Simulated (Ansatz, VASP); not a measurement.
One calculation of C, two programs

The input INCAR:

```
SYSTEM = C
PREC = Accurate ; ENCUT = 600
EDIFF = 1E-7 ; ISMEAR = 0
SIGMA = 0.1 ; LREAL = .FALSE.
LASPH = .TRUE. ; NELM = 80
ALGO = Normal ; ISIF = 3
LWAVE = .FALSE. ; LCHARG = .FALSE.
GGA = PE ; IBRION = 2
NSW = 90 ; EDIFFG = -0.04
```

File KPOINTS:

```
regular mesh
0
G
  6 6 4
  0 0 0
```

The input POSCAR:

```
C
1.0
    3.4734310300      0.0000000000      0.0000000000
    0.0000000000      3.4734310300      0.0000000000
    0.0000000000      0.0000000000      4.2900539000
C
8
Direct
    0.7819384900      0.5000000000      0.1809069100
    0.5000000000      0.7819384900      0.6809069100
    0.5000000000      0.2180615100      0.6809069100
    0.7819384900      0.5000000000      0.8190930900
    0.2180615100      0.5000000000      0.8190930900
    0.2180615100      0.5000000000      0.1809069100
    0.5000000000      0.7819384900      0.3190930900
    0.5000000000      0.2180615100      0.3190930900
```

Input for Ansatz:

```yaml
crystal:
  lattice:
    - [3.47343103, 0.0, 0.0]
    - [0.0, 3.47343103, 0.0]
    - [0.0, 0.0, 4.2900539]
  atoms:
    - { symbol: C, position: [0.78193849, 0.5, 0.18090691] }
    - { symbol: C, position: [0.5, 0.78193849, 0.68090691] }
    - { symbol: C, position: [0.5, 0.21806151, 0.68090691] }
    - { symbol: C, position: [0.78193849, 0.5, 0.81909309] }
    - { symbol: C, position: [0.21806151, 0.5, 0.81909309] }
    - { symbol: C, position: [0.21806151, 0.5, 0.18090691] }
    - { symbol: C, position: [0.5, 0.78193849, 0.31909309] }
    - { symbol: C, position: [0.5, 0.21806151, 0.31909309] }
basis:
  ecutwfc: 420
kpoints:
  mp_grid: { grid: [6, 6, 4] }
hamiltonian:
  xc: pbe
scf:
  occupations: { method: gaussian, width: 0.1 }
  lower_state_search: "off"
output:
  forces: true
  stress: true
  eigenvalues: true
relax:
  adjacent_minimum: "off"
  f_tol: 0.04
  max_steps: 70
  cell: { stress_tol: 0.4 }
```

Alike in both runs: task relaxation of cell and atoms; functional PBE; k mesh 6 × 6 × 4; occupations gaussian, width 0.1 eV; no spin polarisation.

```csv
,VASP,Ansatz
version,VASP 6.6.1,Ansatz 0.2.0
potentials or method,"VASP PAW PBE potentials, release 64 (C), cutoff 600 eV","scalar-relativistic, plane waves, PAW"
valence electrons in the cell,32,32
```

```tsv
	VASP	Ansatz	Ansatz less VASP
gap on the k mesh at the Fermi level, each at its own relaxed structure (eV)	1.72	1.75	+0.022
relaxed volume (Å³/atom)	6.93	6.92	-0.001
relaxed cell length with the largest relative difference (Å)	4.339	4.335	-0.0039
```
